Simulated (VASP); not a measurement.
# Sn (I4_1/amd) in VASP: notebook

Runs on Sn. Level: PBEsol. Tasks: single point.

Program: VASP 6.6.1. These are calculated values, not measurements. Logs are shortened: lines on timing, memory, paths and dates and some standing lists are left out, and cuts for length are marked.

### Step 1. The cell of the first run

The structure is tetragonal, space group I4_1/amd (No. 141). Conventional cell: a = 5.025 Å, b = 5.025 Å, c = 5.543 Å, α = 90.00°, β = 90.00°, γ = 90.00°. Sn (site symmetry -4m2) has 4 Sn at 2.87 Å within 3.8 Å.

### Step 2. Single point, PBEsol

File INCAR:

```
SYSTEM = Sn
PREC     = Accurate       ! precision mode
ENCUT    = 520            ! plane-wave cutoff, eV
EDIFF    = 1E-6           ! SCF threshold, eV
ISMEAR   = 0              ! smearing method
SIGMA    = 0.15           ! smearing width, eV
LREAL    = .False.        ! projectors in reciprocal space
LASPH    = .True.         ! aspherical terms in the spheres
NELM     = 60             ! most SCF steps
ALGO     = Fast           ! electronic algorithm
ISIF     = 2              ! what is computed and relaxed
LWAVE    = .False.        ! write WAVECAR
LCHARG   = .False.        ! write CHGCAR
GGA      = PS             ! functional
NBANDS   = 21             ! bands
```

File KPOINTS:

```
Automatic mesh
0
Gamma
  18 18 18
  0 0 0
```

File POSCAR:

```
Sn
1.0
    0.0000000000      3.5532004113      2.7714963208
    3.5532004113      0.0000000000      2.7714963208
    3.5532004113      3.5532004113      0.0000000000
Sn
2
Direct
    0.5000000000      0.5000000000      0.5000000000
    0.7500000000      0.7500000000      0.7500000000
```

Potentials or basis: VASP PAW PBE potentials, release 64 (Sn_d).

Started as:

```console
$ cat potpaw_PBE.64/Sn_d/POTCAR > POTCAR
$ mpirun -np 1 vasp_std > vasp.out
```

OUTCAR:

```text
SYSTEM = Sn
   PREC = Accurate
   ENCUT = 520
   EDIFF = 1E-6
   ISMEAR = 0
   LREAL = .False.
   LASPH = .True.
   NELM = 60
   ISIF = 2
   GGA = PS

 ion  position               nearest neighbor table
   1  0.500  0.500  0.500-   2 2.87   2 2.87   2 2.87   2 2.87
   2  0.750  0.750  0.750-   1 2.87   1 2.87   1 2.87   1 2.87

  LATTYP: Found a body centered tetragonal cell.
 ALAT       =     5.0249842115
 C/A-ratio  =     1.1030865786

  Lattice vectors:

 A1 = (   0.0000000000,  -3.5532004113,  -2.7714963208)
 A2 = (   0.0000000000,   3.5532004113,  -2.7714963208)
 A3 = (   3.5532004113,   0.0000000000,   2.7714963208)

Analysis of symmetry for initial positions (statically):
=====================================================================
 Subroutine PRICEL returns:
 Original cell was already a primitive cell.

 Routine SETGRP: Setting up the symmetry group for a
 body centered tetragonal supercell.

 Subroutine GETGRP returns: Found 16 space group operations
 (whereof  8 operations were pure point group operations)
 out of a pool of 16 trial point group operations.

The static configuration has the point symmetry D_2d.
 The point group associated with its full space group is D_4h.

Analysis of symmetry for dynamics (positions and initial velocities):
=====================================================================
 Subroutine PRICEL returns:
 Original cell was already a primitive cell.

 Routine SETGRP: Setting up the symmetry group for a
 body centered tetragonal supercell.

 Subroutine GETGRP returns: Found 16 space group operations
 (whereof  8 operations were pure point group operations)
 out of a pool of 16 trial point group operations.

The dynamic configuration has the point symmetry D_2d.
 The point group associated with its full space group is D_4h.

 Subroutine INISYM returns: Found 16 space group operations
 (whereof  8 operations are pure point group operations),
 and found     1 'primitive' translations

----------------------------------------------------------------------------------------

                                     Primitive cell

  volume of cell :      69.9816

  direct lattice vectors                    reciprocal lattice vectors
     0.000000000  3.553200411  2.771496321    -0.140718210  0.140718210  0.180407961
     3.553200411  0.000000000  2.771496321     0.140718210 -0.140718210  0.180407961
     3.553200411  3.553200411  0.000000000     0.140718210  0.140718210 -0.180407961

  length of vectors
     4.506265085  4.506265085  5.024984211     0.268608007  0.268608007  0.268608007

  position of ions in fractional coordinates (direct lattice)
     0.500000000  0.500000000  0.500000000
     0.750000000  0.750000000  0.750000000

  ion indices of the primitive-cell ions
   primitive index   ion index
                 1           1
                 2           2

----------------------------------------------------------------------------------------

 KPOINTS: Automatic mesh

Automatic generation of k-mesh.
 Grid dimensions read from file:
 generate k-points for:   18   18   18

 Generating k-lattice:

  Cartesian coordinates                     Fractional coordinates (reciprocal lattice)
    -0.007817678  0.007817678  0.010022664     0.055555556 -0.000000000  0.000000000
     0.007817678 -0.007817678  0.010022664    -0.000000000  0.055555556  0.000000000
     0.007817678  0.007817678 -0.010022664     0.000000000  0.000000000  0.055555556

  Length of vectors
     0.014922667  0.014922667  0.014922667

  Shift w.r.t. Gamma in fractional coordinates (k-lattice)
     0.000000000  0.000000000  0.000000000

 Subroutine IBZKPT returns following result:
 ===========================================

 Found    480 irreducible k-points:

 Following reciprocal coordinates:
            Coordinates               Weight
  0.000000  0.000000  0.000000      1.000000
  0.055556 -0.000000  0.000000      8.000000
  0.111111 -0.000000  0.000000      8.000000
  0.166667  0.000000  0.000000      8.000000
  0.222222  0.000000  0.000000      8.000000
  0.277778  0.000000  0.000000      8.000000
[... 16 lines left out ...]
 -0.277778  0.055556  0.000000      8.000000
 -0.222222  0.055556  0.000000      8.000000
 [... further k-points ...]
   k-points           NKPTS =    480   k-points in BZ     NKDIM =    480   number of bands    NBANDS=     21
   number of dos      NEDOS =    301   number of ions     NIONS =      2
   total plane-waves  NPLWV =  51840
   dimension x,y,z NGX =    36 NGY =   36 NGZ =   40
   dimension x,y,z NGXF=    72 NGYF=   72 NGZF=   80
   ions per type =               2
   NGX,Y,Z   is equivalent  to a cutoff of  13.28, 13.28, 13.23 a.u.
   NGXF,Y,Z  is equivalent  to a cutoff of  26.56, 26.56, 26.47 a.u.
 SYSTEM =  Sn
   PREC   = accura    normal or accurate (medium, high low for compatibility)
   ISTART =      0    job   : 0-new  1-cont  2-samecut
   ICHARG =      2    charge: 1-file 2-atom 10-const
   ISPIN  =      1    spin polarized calculation?
   LNONCOLLINEAR =      F non collinear calculations
   LSORBIT =      F    spin-orbit coupling
   LASPH  =      T    aspherical Exc in radial PAW
   ENCUT  =  520.0 eV  38.22 Ry    6.18 a.u.   8.38  8.38  9.34*2*pi/ulx,y,z
   NELM   =     60;   NELMIN=  2; NELMDL= -5     # of ELM steps
   EDIFF  = 0.1E-05   stopping-criterion for ELM
   LREAL  =      F    real-space projection
   EDIFFG = 0.1E-04   stopping-criterion for IOM
   NSW    =      0    number of steps for IOM
   IBRION =     -1    ionic relax: 0-MD 1-quasi-New 2-CG
   NFREE  =      0    steps in history (QN), initial steepest desc. (CG)
   ISIF   =      2    stress and relaxation
   ISYM   =      2    0-nonsym 1-usesym 2-fastsym
   POTIM  = 0.5000    time-step for ionic-motion
   TEBEG  =    0.0;   TEEND  =   0.0 temperature during run
   PSTRESS=    0.0 pullay stress
   NELECT =      28.0000    total number of electrons
   NUPDOWN=      -1.0000    fix difference up-down
   EMIN   =  10.00;   EMAX   =-10.00  energy-range for DOS
   EFERMI =   0.00;   METHOD = LEGACY
   ISMEAR =     0;   SIGMA  =   0.15  broadening in eV -4-tet -1-fermi 0-gaus
   EFERMI_NEDOS =   21; number of points for ismear=-14 and -15
   IALGO  =     68    algorithm
   IMIX   =      4    mixing-type and parameters
     AMIX     =   0.40;   BMIX     =  1.00
     AMIX_MAG =   1.60;   BMIX_MAG =  1.00
  volume/ion in A,a.u.               =      34.99       236.13
  Fermi-wavevector in a.u.,A,eV,Ry     =   1.206330  2.279634 19.799647  1.455233
  Thomas-Fermi vector in A             =   2.342001
   LORBIT       =      0    0 simple, 1 ext, 2 COOP (PROOUT), +10 PAW based schemes
   GGA     = PS    functional components
   LHFCALC =     F    Hartree Fock is set to
   AEXX    =    0.0000 exact exchange contribution
   IVDW    =     0    specifies the selected vdW correction
   LEPSILON=     F    determine dielectric tensor
   LRPA    =     F    only Hartree local field effects (RPA)
 non-spin polarized calculation
 RMM-DIIS sequential band-by-band and
 Gauss-broadening in eV      SIGMA  =   0.15
  energy-cutoff  :      520.00
  volume of cell :       69.98
 maximum number of plane-waves:      1923
 NGX is ok and might be reduce to    36

 number of electron      28.0000008 magnetization

 Free energy of the ion-electron system (eV)
  ---------------------------------------------------
  ext. energy  EPLUGINS =         0.00000000
  ---------------------------------------------------
  free energy    TOTEN  =        -8.28545898 eV

  energy without entropy =       -8.27972361  energy(sigma->0) =       -8.28259129

 E-fermi :   5.1471     XC(G=0):  -9.0303

 val. band max:        5.1465211329   @ k =   0.3333   0.2778   0.0556
 cond. band min:       5.1626570778   @ k =   0.5000   0.3889   0.0000
 fundamental gap:      0.0161359449
 Fermi energy:         5.1470549892

 k-point     1 :       0.0000    0.0000    0.0000
  band No.  band energies     occupation
      1     -16.3659      2.00000
      2     -16.2729      2.00000
      3     -16.2729      2.00000
      4     -16.2691      2.00000
      5     -16.2312      2.00000
      6     -16.0528      2.00000
[... 13 lines left out ...]
     20      11.3929      0.00000
     21      12.3788      0.00000

 k-point     2 :       0.0556   -0.0000    0.0000
  band No.  band energies     occupation
      1     -16.3659      2.00000
      2     -16.2789      2.00000
      3     -16.2769      2.00000
      4     -16.2615      2.00000
      5     -16.2266      2.00000
      6     -16.0639      2.00000
[... 13 lines left out ...]
     20      11.3149      0.00000
     21      12.1423      0.00000

 k-point     3 :       0.1111   -0.0000    0.0000
  band No.  band energies     occupation
      1     -16.3657      2.00000
      2     -16.2852      2.00000
      3     -16.2846      2.00000
      4     -16.2512      2.00000
      5     -16.2165      2.00000
      6     -16.0775      2.00000
[... 13 lines left out ...]
     20      11.2521      0.00000
     21      11.9586      0.00000

 k-point     4 :       0.1667    0.0000    0.0000
  band No.  band energies     occupation
      1     -16.3658      2.00000
      2     -16.2935      2.00000
      3     -16.2885      2.00000
      4     -16.2405      2.00000
      5     -16.2051      2.00000
      6     -16.0901      2.00000
[... 13 lines left out ...]
     20      11.3747      0.00000
     21      12.2039      0.00000

 k-point     5 :       0.2222    0.0000    0.0000
  band No.  band energies     occupation
      1     -16.3665      2.00000
      2     -16.3001      2.00000
      3     -16.2905      2.00000
      4     -16.2301      2.00000
      5     -16.1943      2.00000
      6     -16.1013      2.00000
[... 13 lines left out ...]
     20      11.7301      0.00000
     21      12.8480      0.00000
[... 382 lines left out ...]
     20      13.1725      0.00000
     21      13.5561      0.00000

 k-point    22 :      -0.3333    0.0556    0.0000
  band No.  band energies     occupation
      1     -16.3768      2.00000
      2     -16.3081      2.00000
      3     -16.2942      2.00000
      4     -16.2048      2.00000
      5     -16.1734      2.00000
      6     -16.1226      2.00000
[... 13 lines left out ...]
     20      12.7395      0.00000
     21      13.4058      0.00000

 k-point    23 :      -0.2778    0.0556    0.0000
  band No.  band energies     occupation
      1     -16.3760      2.00000
      2     -16.3078      2.00000
      3     -16.2955      2.00000
      4     -16.2109      2.00000
      5     -16.1788      2.00000
      6     -16.1174      2.00000
[... 13 lines left out ...]
     20      12.0261      0.00000
     21      13.3478      0.00000

 k-point    24 :      -0.2222    0.0556    0.0000
  band No.  band energies     occupation
      1     -16.3745      2.00000
      2     -16.3055      2.00000
      3     -16.2957      2.00000
      4     -16.2196      2.00000
      5     -16.1862      2.00000
      6     -16.1101      2.00000
[... 13 lines left out ...]
     20      11.4669      0.00000
     21      12.7902      0.00000

 [... further k-points ...]

------------------------ aborting loop because EDIFF is reached ----------------------------------------

  FORCE on cell =-STRESS in cart. coord.  units (eV):
  Direction    XX          YY          ZZ          XY          YZ          ZX
  --------------------------------------------------------------------------------------
  -------------------------------------------------------------------------------------
  Total       -0.9295645     -0.9295645      0.6470812      0.0000000      0.0000000      0.0000000
  in kB      -21.2817039    -21.2817039     14.8144545      0.0000000      0.0000000      0.0000000
  external PRESSURE =      -9.2496511 kB  Pullay stress =       0.0000000 kB

 VOLUME and BASIS-vectors are now :
 -----------------------------------------------------------------------------
  energy-cutoff  :      520.00
  volume of cell :       69.98
      direct lattice vectors                 reciprocal lattice vectors
     0.000000000  3.553200411  2.771496321    -0.140718210  0.140718210  0.180407961
     3.553200411  0.000000000  2.771496321     0.140718210 -0.140718210  0.180407961
     3.553200411  3.553200411  0.000000000     0.140718210  0.140718210 -0.180407961

 POSITION                                       TOTAL-FORCE (eV/Angst)
 -----------------------------------------------------------------------------------
      3.55320      3.55320      2.77150         0.000000      0.000000      0.000000
      5.32980      5.32980      4.15724        -0.000000     -0.000000      0.000000
 -----------------------------------------------------------------------------------
    total drift:                                0.000000      0.000000      0.000000

  FREE ENERGIE OF THE ION-ELECTRON SYSTEM (eV)
  ---------------------------------------------------
  free  energy   TOTEN  =        -8.2854589833 eV

  energy  without entropy=       -8.2797236063  energy(sigma->0) =       -8.28259129
```

It took 9.5 min on 1 thread of Intel Xeon Platinum 8488C (Sapphire Rapids), shared host; peak memory 0.64 GiB.

Results:

```
Free energy            : -8.2855 eV
Pressure               : -0.9 GPa
Band gap on the k mesh : zero (bands 14 and 15 overlap by 0.82 eV)
```

Stress tensor (GPa, compression positive):
```
-2.13  0.00  0.00
 0.00 -2.13  0.00
 0.00  0.00  1.48
```

Caveat: the PAW data sets were made with another functional, which shifts forces and pressure a little; spin-orbit coupling is left out, which moves the levels of the heavy elements.

### Step 3. Single point, PBEsol

This run uses another cell than the first one, of the same volume but with other edges.

File INCAR:

```
  PREC = Accurate
  ENCUT = 520
  EDIFF = 1E-6
  ISMEAR = 0
  SIGMA = 0.15
  LREAL = False
  LASPH = True
  NELM = 100
  ALGO = Fast
  ISIF = 2
  LWAVE = False
  LCHARG = False
  GGA = PS
  NBANDS = 21
```

File KPOINTS:

```
Automatic mesh
0
Gamma
  18 18 18
```

File POSCAR:

```
Sn
1.0
    0.0000000000      3.6715104333      2.5957578763
    3.6715104333      0.0000000000      2.5957578763
    3.6715104333      3.6715104333      0.0000000000
Sn
2
Direct
    0.5000000000      0.5000000000      0.5000000000
    0.7500000000      0.7500000000      0.7500000000
```

Potentials or basis: VASP PAW PBE potentials, release 64 (Sn_d).

Started as:

```console
$ cat potpaw_PBE.64/Sn_d/POTCAR > POTCAR
$ mpirun -np 1 vasp_std > vasp.out
```

It took 4.5 min on 1 thread of Intel Xeon 6975P-C (Granite Rapids), shared host; peak memory 0.64 GiB.

The run converged. Its results:

| Item | Value |
| --- | --- |
| Free energy | -8.1837 eV |
| Pressure | -1.8 GPa |
| Band gap on the k mesh | zero (bands 14 and 15 overlap by 1.45 eV) |

Stress tensor (GPa, compression positive):
```
-2.94  0.00  0.00
 0.00 -2.94  0.00
 0.00  0.00  0.55
```

Levels at points of the mesh, in eV from the Fermi level:
| k point | band 10 | band 11 | band 12 | band 13 | band 14 | band 15 | band 16 | band 17 | band 18 | band 19 |
| --- | --- | --- | --- | --- | --- | --- | --- | --- | --- | --- |
| (0.00, 0.00, 0.00) | -20.99 | -10.12 | -1.27 | -0.31 | -0.31 | 1.37 | 1.91 | 3.28 | 3.28 | 5.33 |
| (0.50, 0.00, 0.00) | -21.01 | -8.47 | -5.97 | -1.68 | -0.76 | -0.16 | 2.67 | 4.06 | 6.57 | 7.07 |
| (0.50, 0.50, 0.00) | -21.13 | -6.54 | -6.54 | -3.13 | -3.13 | 0.09 | 0.09 | 7.82 | 7.82 | 8.95 |
| (0.50, 0.00, 0.50) | -21.02 | -7.51 | -7.51 | -1.20 | -1.20 | 1.79 | 1.79 | 5.40 | 5.40 | 6.75 |

Caveat: the PAW data sets were made with another functional, which shifts forces and pressure a little; spin-orbit coupling is left out, which moves the levels of the heavy elements.

(Continued in part 2 of 2.)
